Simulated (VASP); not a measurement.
# SrTiO3 (Ibam) in VASP: notebook

The runs below take SrTiO3 through single point, with PBEsol.

Program: VASP 6.6.1. These are calculated values, not measurements. Logs are shortened: lines on timing, memory, paths and dates and some standing lists are left out, and cuts for length are marked.

## (1) The cell of the first run

Symmetry: Ibam, No. 72, orthorhombic system. The conventional cell has a = 5.487 Å, b = 5.597 Å, c = 7.809 Å, α = 90.00°, β = 90.00°, γ = 90.00°. Sr (site symmetry 222) has 12 O at 2.63 to 2.91 Å and 8 Ti at 3.37 to 3.41 Å within 3.5 Å. Within 2.6 Å of Ti (site symmetry 2/m) lie 6 O at 1.95 to 1.97 Å. O (site symmetry 222) has 2 Ti at 1.95 Å within 2.6 Å. Within 3.0 Å of O (site symmetry m) lie 2 Ti at 1.97 Å and 4 Sr at 2.63 to 2.91 Å and 8 O at 2.76 to 2.81 Å.

## (2) Single point, PBEsol (strain +0.0200 x Voigt [0, 1, 0, 0, 0, 0])

INCAR

```
SYSTEM = SrTiO3
PREC     = Accurate       ! precision mode
ENCUT    = 520            ! plane-wave cutoff, eV
EDIFF    = 1E-6           ! SCF threshold, eV
ISMEAR   = 0              ! smearing method
SIGMA    = 0.05           ! smearing width, eV
LREAL    = .FALSE.        ! projectors in reciprocal space
LASPH    = .TRUE.         ! aspherical terms in the spheres
NELM     = 60             ! most SCF steps
ALGO     = Normal         ! electronic algorithm
ISIF     = 2              ! what is computed and relaxed
LWAVE    = .FALSE.        ! write WAVECAR
LCHARG   = .FALSE.        ! write CHGCAR
GGA      = PS             ! functional
NBANDS   = 51             ! bands
```

KPOINTS

```
regular mesh
0
G
  8 8 8
  0 0 0
```

POSCAR

```
SrTiO3
1.0
   -2.7435446834      2.7984155771      3.9043133139
    2.7435446834     -2.7984155771      3.9043133139
    2.7435446834      2.7984155771     -3.9043133139
Sr Ti O
2 2 6
Direct
    0.7500000000      0.2500000000      0.5000000000
    0.2500000000      0.7500000000      0.5000000000
    0.0000000000      0.0000000000      0.0000000000
    0.5000000000      0.5000000000      0.0000000000
    0.2500000000      0.2500000000      0.0000000000
    0.7500000000      0.7500000000      0.0000000000
    0.7253545255      0.2253545255      0.9507090510
    0.2253545255      0.2746454745      0.5000000000
    0.2746454745      0.7746454745      0.0492909490
    0.7746454745      0.7253545255      0.5000000000
```

Potentials or basis: VASP PAW PBE potentials, release 64 (Sr_sv, Ti_sv, O).

Started as:

```console
cat potpaw_PBE.64/Sr_sv/POTCAR potpaw_PBE.64/Ti_sv/POTCAR potpaw_PBE.64/O/POTCAR > POTCAR
mpirun -np 1 vasp_std > vasp.out
```

OUTCAR:

```text
SYSTEM = SrTiO3
   PREC = Accurate
   ENCUT = 520
   EDIFF = 1E-6
   ISMEAR = 0
   LREAL = .FALSE.
   LASPH = .TRUE.
   NELM = 60
   ISIF = 2
   GGA = PS

 ion  position               nearest neighbor table
   1  0.750  0.250  0.500-   7 2.63   8 2.63  10 2.63   9 2.63   6 2.74   6 2.74   5 2.80   5 2.80
                             8 2.91  10 2.91   9 2.91   7 2.91   3 3.37   4 3.37   4 3.37   3 3.37
   2  0.250  0.750  0.500-   9 2.63   8 2.63  10 2.63   7 2.63   5 2.74   5 2.74   6 2.80   6 2.80
                            10 2.91   8 2.91   7 2.91   9 2.91   4 3.37   3 3.37   3 3.37   4 3.37
   3  0.000  0.000  0.000-   5 1.95   6 1.95   8 1.97  10 1.97   9 1.97   7 1.97   2 3.37   1 3.37
                             2 3.37   1 3.37   2 3.41   1 3.41   1 3.41   2 3.41
   4  0.500  0.500  0.000-   5 1.95   6 1.95   7 1.97   9 1.97  10 1.97   8 1.97   1 3.37   2 3.37
                             1 3.37   2 3.37   2 3.41   1 3.41   2 3.41   1 3.41
   5  0.250  0.250  0.000-   3 1.95   4 1.95   2 2.74   2 2.74   1 2.80   1 2.80
   6  0.750  0.750  0.000-   3 1.95   4 1.95   1 2.74   1 2.74   2 2.80   2 2.80
   7  0.725  0.225  0.951-   4 1.97   3 1.97   1 2.63   2 2.63   2 2.91   1 2.91
   8  0.225  0.275  0.500-   3 1.97   4 1.97   1 2.63   2 2.63   1 2.91   2 2.91
   9  0.275  0.775  0.049-   4 1.97   3 1.97   2 2.63   1 2.63   1 2.91   2 2.91
  10  0.775  0.725  0.500-   3 1.97   4 1.97   1 2.63   2 2.63   1 2.91   2 2.91

  LATTYP: Found a body centered orthorhombic cell.
 ALAT       =     5.4870893668
 B/A-ratio  =     1.0200000000
 C/A-ratio  =     1.4230908421

  Lattice vectors:

 A1 = (  -2.7435446834,   2.7984155771,   3.9043133139)
 A2 = (   2.7435446834,  -2.7984155771,   3.9043133139)
 A3 = (   2.7435446834,   2.7984155771,  -3.9043133139)

Analysis of symmetry for initial positions (statically):
=====================================================================
 Subroutine PRICEL returns:
 Original cell was already a primitive cell.

 Routine SETGRP: Setting up the symmetry group for a
 body centered orthorhombic supercell.

 Subroutine GETGRP returns: Found  8 space group operations
 (whereof  4 operations were pure point group operations)
 out of a pool of  8 trial point group operations.

The static configuration has the point symmetry C_2h.
 The point group associated with its full space group is D_2h.

Analysis of symmetry for dynamics (positions and initial velocities):
=====================================================================
 Subroutine PRICEL returns:
 Original cell was already a primitive cell.

 Routine SETGRP: Setting up the symmetry group for a
 body centered orthorhombic supercell.

 Subroutine GETGRP returns: Found  8 space group operations
 (whereof  4 operations were pure point group operations)
 out of a pool of  8 trial point group operations.

The dynamic configuration has the point symmetry C_2h.
 The point group associated with its full space group is D_2h.

 Subroutine INISYM returns: Found  8 space group operations
 (whereof  4 operations are pure point group operations),
 and found     1 'primitive' translations

----------------------------------------------------------------------------------------

                                     Primitive cell

  volume of cell :     119.9027

  direct lattice vectors                    reciprocal lattice vectors
    -2.743544683  2.798415577  3.904313314     0.000000000  0.178672533  0.128063493
     2.743544683 -2.798415577  3.904313314     0.182245984  0.000000000  0.128063493
     2.743544683  2.798415577 -3.904313314     0.182245984  0.178672533  0.000000000

  length of vectors
     5.531892047  5.531892047  5.531892047     0.219827506  0.222741682  0.255220439

  position of ions in fractional coordinates (direct lattice)
     0.750000000  0.250000000  0.500000000
     0.250000000  0.750000000  0.500000000
     0.000000000  0.000000000  0.000000000
     0.500000000  0.500000000  0.000000000
     0.250000000  0.250000000  0.000000000
     0.750000000  0.750000000  0.000000000
     0.725354526  0.225354526  0.950709051
     0.225354526  0.274645474  0.500000000
     0.274645474  0.774645474  0.049290949
     0.774645474  0.725354526  0.500000000

  ion indices of the primitive-cell ions
   primitive index   ion index
                 1           1
                 2           2
                 3           3
                 4           4
                 5           5
                 6           6
                 7           7
                 8           8
                 9           9
                10          10

----------------------------------------------------------------------------------------

 KPOINTS: regular mesh

Automatic generation of k-mesh.
 Grid dimensions read from file:
 generate k-points for:    8    8    8

 Generating k-lattice:

  Cartesian coordinates                     Fractional coordinates (reciprocal lattice)
[... 35 lines left out ...]
 SYSTEM =  SrTiO3
   PREC   = accura    normal or accurate (medium, high low for compatibility)
   ISTART =      0    job   : 0-new  1-cont  2-samecut
   ICHARG =      2    charge: 1-file 2-atom 10-const
   ISPIN  =      1    spin polarized calculation?
   LNONCOLLINEAR =      F non collinear calculations
   LSORBIT =      F    spin-orbit coupling
   LASPH  =      T    aspherical Exc in radial PAW
   ENCUT  =  520.0 eV  38.22 Ry    6.18 a.u.  10.29 10.29 10.29*2*pi/ulx,y,z
   NELM   =     60;   NELMIN=  2; NELMDL= -5     # of ELM steps
   EDIFF  = 0.1E-05   stopping-criterion for ELM
   LREAL  =      F    real-space projection
   EDIFFG = 0.1E-04   stopping-criterion for IOM
   NSW    =      0    number of steps for IOM
   IBRION =     -1    ionic relax: 0-MD 1-quasi-New 2-CG
   NFREE  =      0    steps in history (QN), initial steepest desc. (CG)
   ISIF   =      2    stress and relaxation
   ISYM   =      2    0-nonsym 1-usesym 2-fastsym
   POTIM  = 0.5000    time-step for ionic-motion
   TEBEG  =    0.0;   TEEND  =   0.0 temperature during run
   PSTRESS=    0.0 pullay stress
   NELECT =      80.0000    total number of electrons
   NUPDOWN=      -1.0000    fix difference up-down
   EMIN   =  10.00;   EMAX   =-10.00  energy-range for DOS
   EFERMI =   0.00;   METHOD = LEGACY
   ISMEAR =     0;   SIGMA  =   0.05  broadening in eV -4-tet -1-fermi 0-gaus
   EFERMI_NEDOS =   21; number of points for ismear=-14 and -15
   IALGO  =     38    algorithm
   IMIX   =      4    mixing-type and parameters
     AMIX     =   0.40;   BMIX     =  1.00
     AMIX_MAG =   1.60;   BMIX_MAG =  1.00
  volume/ion in A,a.u.               =      11.99        80.91
  Fermi-wavevector in a.u.,A,eV,Ry     =   1.430524  2.703299 27.842953  2.046399
  Thomas-Fermi vector in A             =   2.550360
   LORBIT       =      0    0 simple, 1 ext, 2 COOP (PROOUT), +10 PAW based schemes
   GGA     = PS    functional components
   LHFCALC =     F    Hartree Fock is set to
   AEXX    =    0.0000 exact exchange contribution
   IVDW    =     0    specifies the selected vdW correction
   LEPSILON=     F    determine dielectric tensor
   LRPA    =     F    only Hartree local field effects (RPA)
 non-spin polarized calculation
 Gauss-broadening in eV      SIGMA  =   0.05
  energy-cutoff  :      520.00
  volume of cell :      119.90
 maximum number of plane-waves:      3246
 NGX is ok and might be reduce to    42
   NGX = 21   NGY = 21   NGZ = 21

 number of electron      80.0000017 magnetization

 Free energy of the ion-electron system (eV)
  ---------------------------------------------------
  ext. energy  EPLUGINS =         0.00000000
  ---------------------------------------------------
  free energy    TOTEN  =       -84.00794014 eV

  energy without entropy =      -84.00794014  energy(sigma->0) =      -84.00794014

 E-fermi :   4.1573     XC(G=0): -11.5041

 val. band max:        3.8583696291   @ k =  -0.1250   0.1250   0.0000
 cond. band min:       5.7288498765   @ k =   0.0000   0.0000   0.0000
 fundamental gap:      1.8704802474
 Fermi energy:         4.1572725778

 k-point     1 :       0.0000    0.0000    0.0000
  band No.  band energies     occupation
      1     -52.3303      2.00000
      2     -52.3258      2.00000
      3     -28.7571      2.00000
      4     -28.7441      2.00000
      5     -28.7318      2.00000
      6     -28.6897      2.00000
[... 43 lines left out ...]
     50       9.5459      0.00000
     51      10.0363      0.00000
[... 1240 lines left out ...]
     50      11.0091      0.00000
     51      11.3443      0.00000

 [... further k-points ...]
[... 5 lines left out ...]
  --------------------------------------------------------------------------------------
  -------------------------------------------------------------------------------------
  Total       -1.0201295     -4.2793155     -0.9931351      0.0000000      0.0000000      0.0000000
  in kB      -13.6312916    -57.1815589    -13.2705837      0.0000000      0.0000000      0.0000000
  external PRESSURE =     -28.0278114 kB  Pullay stress =       0.0000000 kB

 VOLUME and BASIS-vectors are now :
 -----------------------------------------------------------------------------
  energy-cutoff  :      520.00
  volume of cell :      119.90
      direct lattice vectors                 reciprocal lattice vectors
    -2.743544683  2.798415577  3.904313314     0.000000000  0.178672533  0.128063493
     2.743544683 -2.798415577  3.904313314     0.182245984  0.000000000  0.128063493
     2.743544683  2.798415577 -3.904313314     0.182245984  0.178672533  0.000000000

 POSITION                                       TOTAL-FORCE (eV/Angst)
 -----------------------------------------------------------------------------------
     -0.00000      2.79842      1.95216         0.000000      0.000000      0.000000
      2.74354      0.00000      1.95216         0.000000     -0.000000      0.000000
      0.00000      0.00000      0.00000         0.000000      0.000000      0.000000
      0.00000      0.00000      3.90431         0.000000      0.000000      0.000000
      0.00000      0.00000      1.95216         0.000000      0.000000      0.000000
      0.00000      0.00000      5.85647         0.000000      0.000000      0.000000
      1.23654      4.05969      0.00000         0.021499      0.031372      0.000000
      1.50700      1.26127      0.00000        -0.021499      0.031372      0.000000
      1.50700     -1.26127      3.90431        -0.021499     -0.031372     -0.000000
      1.23654      1.53714      3.90431         0.021499     -0.031372     -0.000000
 -----------------------------------------------------------------------------------
    total drift:                               -0.000000      0.000000      0.000000

  FREE ENERGIE OF THE ION-ELECTRON SYSTEM (eV)
  ---------------------------------------------------
  free  energy   TOTEN  =       -84.0079401447 eV

  energy  without entropy=      -84.0079401447  energy(sigma->0) =      -84.00794014
```

Wall time 13 min (1 thread of Intel Xeon Platinum 8259CL at 2.50GHz (Skylake/Cascade Lake), shared host); peak memory 0.59 GiB.

Results:

- Free energy: -84.0079 eV
- Pressure: -2.8 GPa
- Largest force: 0.038 eV/Å
- Band gap on the k mesh: 1.87 eV

Forces on the atoms (eV/Å):
```
Sr   0.000  0.000  0.000
Sr   0.000  0.000  0.000
Ti   0.000  0.000  0.000
Ti   0.000  0.000  0.000
O    0.000  0.000  0.000
O    0.000  0.000  0.000
O    0.021  0.031  0.000
O   -0.021  0.031  0.000
O   -0.021 -0.031  0.000
O    0.021 -0.031  0.000
```

Caveat: the cell differs from its parent crystal (strain +0.0200 x Voigt [0, 1, 0, 0, 0, 0]); the PAW data sets were made with another functional, which shifts forces and pressure a little.

## (3) Single point, PBEsol (strain +0.0150 x Voigt [0, 1, 0, 0, 0, 0])

INCAR

```
ALGO = Normal
EDIFF = 1E-6
ENCUT = 520
GGA = PS
ISIF = 2
ISMEAR = 0
LASPH = T
LCHARG = F
LREAL = F
LWAVE = F
NBANDS = 51
NELM = 100
PREC = Accurate
SIGMA = 0.05
```

KPOINTS

```
k-points
0
Gamma
  8 8 8
```

POSCAR, as its differences from that of step 2:

```diff
@@ -2,5 +2,5 @@
 1.0
-   -2.7435446834      2.7984155771      3.9043133139
-    2.7435446834     -2.7984155771      3.9043133139
-    2.7435446834      2.7984155771     -3.9043133139
+   -2.7435446834      2.7846978537      3.9043133139
+    2.7435446834     -2.7846978537      3.9043133139
+    2.7435446834      2.7846978537     -3.9043133139
 Sr Ti O
```

Potentials or basis: VASP PAW PBE potentials, release 64 (Sr_sv, Ti_sv, O).

Started as:

```console
cat potpaw_PBE.64/Sr_sv/POTCAR potpaw_PBE.64/Ti_sv/POTCAR potpaw_PBE.64/O/POTCAR > POTCAR
mpirun -np 1 vasp_std > vasp.out
```

Wall time 11 min (1 thread of Intel Xeon Platinum 8488C (Sapphire Rapids), shared host); peak memory 0.59 GiB.

Results (log left out):

- Free energy: -84.0253 eV
- Pressure: -2.0 GPa
- Largest force: 0.031 eV/Å
- Band gap on the k mesh: 1.89 eV

Forces on the atoms (eV/Å):
```
Sr   0.000  0.000  0.000
Sr   0.000  0.000  0.000
Ti   0.000  0.000  0.000
Ti   0.000  0.000  0.000
O    0.000  0.000  0.000
O    0.000  0.000  0.000
O    0.017  0.026  0.000
O   -0.017  0.026  0.000
O   -0.017 -0.026  0.000
O    0.017 -0.026  0.000
```

Stress tensor (GPa, compression positive):
```
-0.88  0.00  0.00
 0.00 -4.18  0.00
 0.00  0.00 -0.83
```

Levels at points of the mesh, in eV from the valence-band top:
| k point | band 38 | band 39 | band 40 | band 41 | band 42 | band 43 |
| --- | --- | --- | --- | --- | --- | --- |
| (0.00, 0.00, 0.00) | -0.16 | -0.02 | 0.00 | 1.89 | 1.91 | 1.93 |
| (0.50, 0.00, 0.00) | -0.74 | -0.56 | -0.56 | 3.35 | 3.35 | 3.41 |
| (0.00, 0.50, 0.00) | -0.77 | -0.59 | -0.59 | 3.35 | 3.35 | 3.39 |
| (0.50, 0.50, 0.00) | -0.68 | -0.67 | -0.04 | 2.04 | 3.69 | 3.72 |
| (0.50, 0.50, 0.50) | -0.69 | -0.56 | -0.09 | 2.07 | 3.69 | 3.69 |

Caveat: the cell differs from its parent crystal (strain +0.0150 x Voigt [0, 1, 0, 0, 0, 0]); the PAW data sets were made with another functional, which shifts forces and pressure a little. A k mesh can miss the band edges.

## (4) Single point, PBEsol (strain +0.0050 x Voigt [0, 1, 0, 0, 0, 0])

INCAR

```
SYSTEM = SrTiO3
PREC = Accurate
ENCUT = 520
EDIFF = 1E-6
ISMEAR = 0
SIGMA = 0.05
LREAL = .FALSE.
LASPH = .TRUE.
NELM = 100
ALGO = Normal
ISIF = 2
LWAVE = .FALSE.
LCHARG = .FALSE.
GGA = PS
NBANDS = 51
```

KPOINTS

```
regular mesh
0
G
  8 8 8
  0 0 0
```

POSCAR, as its differences from that of step 3:

```diff
@@ -2,5 +2,5 @@
 1.0
-   -2.7435446834      2.7846978537      3.9043133139
-    2.7435446834     -2.7846978537      3.9043133139
-    2.7435446834      2.7846978537     -3.9043133139
+   -2.7435446834      2.7572624068      3.9043133139
+    2.7435446834     -2.7572624068      3.9043133139
+    2.7435446834      2.7572624068     -3.9043133139
 Sr Ti O
```

Started as:

```console
cat potpaw_PBE.64/Sr_sv/POTCAR potpaw_PBE.64/Ti_sv/POTCAR potpaw_PBE.64/O/POTCAR > POTCAR
mpirun -np 1 vasp_std > vasp.out
```

Wall time 23 min (1 thread of Intel Xeon 8259CL, shared host); peak memory 0.59 GiB.

Results (log left out):

```
Free energy            : -84.0428 eV
Pressure               : -0.2 GPa
Largest force          : 0.015 eV/Å
Band gap on the k mesh : 1.92 eV (least direct gap 1.93 eV)
```

Forces in eV/Å, atoms in the order of the input:
```
Sr   0.000  0.000  0.000
Sr   0.000  0.000  0.000
Ti   0.000  0.000  0.000
Ti   0.000  0.000  0.000
O    0.000  0.000  0.000
O    0.000  0.000  0.000
O    0.008  0.013  0.000
O   -0.008  0.013  0.000
O   -0.008 -0.013  0.000
O    0.008 -0.013  0.000
```

Stress tensor (GPa, compression positive):
```
 0.15  0.00  0.00
 0.00 -0.98  0.00
 0.00  0.00  0.20
```

Levels at points of the mesh, in eV from the valence-band top:
| k point | band 38 | band 39 | band 40 | band 41 | band 42 | band 43 |
| --- | --- | --- | --- | --- | --- | --- |
| (0.00, 0.00, 0.00) | -0.16 | -0.01 | -0.01 | 1.92 | 1.93 | 1.94 |
| (0.50, 0.00, 0.00) | -0.75 | -0.58 | -0.58 | 3.40 | 3.40 | 3.45 |
| (0.00, 0.50, 0.00) | -0.76 | -0.58 | -0.58 | 3.40 | 3.40 | 3.44 |
| (0.50, 0.50, 0.00) | -0.67 | -0.66 | -0.04 | 2.06 | 3.77 | 3.79 |
| (0.50, 0.50, 0.50) | -0.64 | -0.59 | -0.08 | 2.10 | 3.74 | 3.74 |

Caveat: the cell differs from its parent crystal (strain +0.0050 x Voigt [0, 1, 0, 0, 0, 0]); the PAW data sets were made with another functional, which shifts forces and pressure a little.

## (5) Single point, PBEsol (strain -0.0200 x Voigt [0, 1, 0, 0, 0, 0])

INCAR

```
SYSTEM = SrTiO3
ALGO = Normal
EDIFF = 1E-6
ENCUT = 520
GGA = PS
ISIF = 2
ISMEAR = 0
LASPH = .True.
LCHARG = .False.
LREAL = .False.
LWAVE = .False.
NBANDS = 51
NELM = 100
PREC = Accurate
SIGMA = 0.05
```

KPOINTS

```
k-points
0
Gamma
  8 8 8
  0 0 0
```

POSCAR, as its differences from that of step 4:

```diff
@@ -2,5 +2,5 @@
 1.0
-   -2.7435446834      2.7572624068      3.9043133139
-    2.7435446834     -2.7572624068      3.9043133139
-    2.7435446834      2.7572624068     -3.9043133139
+   -2.7435446834      2.6886737897      3.9043133139
+    2.7435446834     -2.6886737897      3.9043133139
+    2.7435446834      2.6886737897     -3.9043133139
 Sr Ti O
```

Started as:

```console
cat potpaw_PBE.64/Sr_sv/POTCAR potpaw_PBE.64/Ti_sv/POTCAR potpaw_PBE.64/O/POTCAR > POTCAR
mpirun -np 1 vasp_std > vasp.out
```

It took 21 min on 1 thread of Intel Xeon 8259CL, shared host; peak memory 0.58 GiB.

Results (log left out):

- Free energy: -83.9766 eV
- Pressure: 4.7 GPa
- Largest force: 0.041 eV/Å
- Band gap on the k mesh: 1.95 eV

Forces on the atoms (eV/Å):
```
Sr   0.000  0.000  0.000
Sr   0.000  0.000  0.000
Ti   0.000  0.000  0.000
Ti   0.000  0.000  0.000
O    0.000  0.000  0.000
O    0.000  0.000  0.000
O   -0.006 -0.040  0.000
O    0.006 -0.040  0.000
O    0.006  0.040  0.000
O   -0.006  0.040  0.000
```

Stress tensor (GPa, compression positive):
```
3.18 0.00 0.00
0.00 7.98 0.00
0.00 0.00 2.99
```

Levels at points of the mesh, in eV from the valence-band top:
```
           k point  band 37  band 38  band 39  band 40  band 41  band 42  band 43  band 44
(0.00, 0.00, 0.00)    -0.19    -0.13    -0.02     0.00     1.95     2.01     2.02     4.36
(0.50, 0.00, 0.00)    -0.78    -0.78    -0.60    -0.60     3.51     3.51     3.56     3.56
(0.00, 0.50, 0.00)    -0.73    -0.73    -0.56    -0.56     3.52     3.52     3.56     3.56
(0.50, 0.50, 0.00)    -1.43    -0.66    -0.65    -0.05     2.13     3.93     3.94     3.98
(0.50, 0.50, 0.50)    -1.43    -0.67    -0.49    -0.04     2.18     3.83     3.85     4.08
```

Caveat: the cell differs from its parent crystal (strain -0.0200 x Voigt [0, 1, 0, 0, 0, 0]); the cell stands under pressure; the PAW data sets were made with another functional, which shifts forces and pressure a little.

## (6) The runs side by side

```csv
cell,gap on the mesh (eV),pressure (GPa),largest force (eV/Å)
"a = 5.532 Å, angles 120.5, 119.2, 90.2°, 10 atoms",1.87,-2.8,0.04
"a = 5.525 Å, angles 120.5, 119.5, 90.1°, 10 atoms",1.89,-2.0,0.03
"a = 5.511 Å, angles 120.3, 120.0, 89.8°, 10 atoms",1.92,-0.2,0.02
"a = 5.477 Å, angles 119.9, 121.2, 89.1°, 10 atoms",1.95,4.7,0.04
```

Alike in all rows: task single point; level PBEsol; potentials or basis VASP PAW PBE potentials, release 64 (Sr_sv, Ti_sv, O); no spin polarisation; k mesh 8 × 8 × 8; cutoff (eV) 520; smearing gaussian 0.05 eV.

Caveats: the PAW data sets were made with another functional, which shifts forces and pressure a little; the cell stands under pressure (at least some runs).

Absolute energies hang on the potentials; compare differences alone.
